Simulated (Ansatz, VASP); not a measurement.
# One calculation of AlN, two programs

```
Al N
1.0
     1.54582    0.89248    2.52362
    -1.54582    0.89248    2.52362
     0.00000   -1.78496    2.52362
Al N
1 1
Direct
  0.04121 0.04121 0.04121
  0.29122 0.29122 0.29122
```

Alike in both runs: functional PBE; dispersion D3(BJ); k mesh 12 × 12 × 12; occupations gaussian, width 0.1 eV; no spin polarisation.

Ansatz relaxed the structure, and its values are those at the end. VASP's run is a single point on that final structure, the one shown.

```csv
,VASP,Ansatz
version,VASP 6.6.1,Ansatz 0.2.0
potentials or method,"VASP PAW PBE potentials, release 64 (Al, N), cutoff 520 eV","scalar-relativistic, plane waves, PAW"
valence electrons in the cell,8,8
```

VASP gave:

```
gap on the k mesh at the Fermi level (eV) : 3.32
least direct gap on the mesh (eV)         : 4.17
```

Task: Which values does Ansatz return?

Result: gap on the k mesh at the Fermi level (eV): 3.32; least direct gap on the mesh (eV): 4.16.
